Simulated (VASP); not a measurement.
## SnW: single point with PBE

Crystal: SnW.

```xyz
2
Lattice="3.3619 0.0000 0.0000 0.0000 3.3619 0.0000 0.0000 0.0000 4.2176" Properties=species:S:1:pos:R:3 pbc="T T T"
Sn    1.6809    1.6809    2.1088
W     0.0000    0.0000    0.0000
```

```yaml
Program: VASP 6.6.1
Task: single point
Functional: PBE
Potentials_or_basis: VASP PAW PBE potentials, release 64 (Sn_d, W_sv)
Cutoff: 520 eV
k_mesh: 6 × 6 × 4
Occupations: gaussian, width 0.1 eV
Spin: no spin polarisation
Dipole_correction: no
Further_INCAR_settings: ALGO = Fast; EDIFF = 1e-06; NBANDS = 21
```

| Quantity | Value |
| --- | --- |
| Pressure | -21.1 GPa |
| Band gap on the k mesh | zero (band 14 reaches 8.59 eV, above the bottom of band 15 at 7.02 eV) |

Stress tensor (GPa, compression positive):
```
-19.65   0.00   0.00
  0.00 -19.65   0.00
  0.00   0.00 -24.08
```

Levels at points of the mesh, in eV from the Fermi level:
| k point | band 10 | band 11 | band 12 | band 13 | band 14 | band 15 | band 16 | band 17 | band 18 | band 19 |
| --- | --- | --- | --- | --- | --- | --- | --- | --- | --- | --- |
| (0.00, 0.00, 0.00) | -10.20 | -2.44 | -1.99 | -0.77 | 0.56 | 0.56 | 1.39 | 3.07 | 3.43 | 3.43 |
| (0.50, 0.00, 0.00) | -7.26 | -5.75 | -2.54 | -1.62 | -0.34 | 0.71 | 2.53 | 4.28 | 5.25 | 6.11 |
| (0.50, 0.50, 0.00) | -5.88 | -2.40 | -2.40 | -1.78 | -0.98 | -0.98 | 0.96 | 2.46 | 3.17 | 3.83 |
| (0.00, 0.00, 0.50) | -8.73 | -6.29 | -1.90 | -0.47 | -0.47 | -0.14 | 1.38 | 6.91 | 6.91 | 7.29 |
| (0.50, 0.00, 0.50) | -7.25 | -3.56 | -2.79 | -2.50 | 0.09 | 0.34 | 0.45 | 1.77 | 2.95 | 6.05 |
| (0.50, 0.50, 0.50) | -4.10 | -3.74 | -3.74 | -3.56 | 0.55 | 2.41 | 2.47 | 2.56 | 2.56 | 3.93 |

Run time: 18 s on 1 thread of Intel Xeon 6975P-C (shared host), peak memory 0.18 GiB.

Caveat: the k points lie up to 0.37 Å⁻¹ apart; spin-orbit coupling is left out, which moves the levels of the heavy elements.
